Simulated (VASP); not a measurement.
Wanted: the native input for a VASP 6.6.1 run.

* Task: single point
* Functional: r2SCAN
* Potentials or basis: VASP PAW PBE potentials, release 64 (Na_pv, F)
* Cutoff: 520 eV
* k mesh: 10 × 10 × 10
* Occupations: gaussian, width 0.01 eV
* Spin: no spin polarisation
* Dipole correction: no
* Further INCAR settings: ALGO = Normal; EDIFF = 1e-06; NBANDS = 14

The system is NaF.

```
CELL_PARAMETERS angstrom
0.00000 2.32000 2.32000
2.32000 0.00000 2.32000
2.32000 2.32000 0.00000
ATOMIC_POSITIONS crystal
Na 0.00000 0.00000 0.00000
F 0.50000 0.50000 0.50000
```

The input as run:

POSCAR

```
NaF
1.0
    0.0000000000      2.3200000000      2.3200000000
    2.3200000000      0.0000000000      2.3200000000
    2.3200000000      2.3200000000      0.0000000000
Na F
1 1
Direct
    0.0000000000      0.0000000000      0.0000000000
    0.5000000000      0.5000000000      0.5000000000
```

INCAR.step1

```
  PREC = Accurate
  ENCUT = 520
  ISMEAR = 0
  SIGMA = 0.01
  LREAL = F
  LASPH = T
  NELM = 60
  NBANDS = 14
  GGA = PE
  ALGO = Normal
  EDIFF = 1E-4
  LWAVE = T
  LCHARG = F
```

INCAR.step2

```
  PREC = Accurate
  ENCUT = 520
  EDIFF = 1E-6
  ISMEAR = 0
  SIGMA = 0.01
  LREAL = F
  LASPH = T
  NELM = 60
  ALGO = Normal
  ISIF = 2
  LWAVE = F
  LCHARG = F
  METAGGA = R2SCAN
  LMIXTAU = T
  NBANDS = 14
  ISTART = 1
```

KPOINTS

```
Automatic mesh
0
Gamma
  10 10 10
```

Potentials or basis: VASP PAW PBE potentials, release 64 (Na_pv, F).

Launch:

```bash
$ cat potpaw_PBE.64/Na_pv/POTCAR potpaw_PBE.64/F/POTCAR > POTCAR
$ cp INCAR.step1 INCAR
$ mpirun -np 1 vasp_std > vasp.out
$ cp INCAR.step2 INCAR
$ mpirun -np 1 vasp_std > vasp.out
```

Results of the run:

* Pressure: -2.0 GPa
* Band gap on the k mesh: 7.15 eV

Caveat: the PAW data sets were made with another functional, which shifts forces and pressure a little.

Wall time 31 s on 1 thread of Intel(R) Xeon(R) Platinum 8488C (Sapphire Rapids) (shared host), peak memory 0.14 GiB.
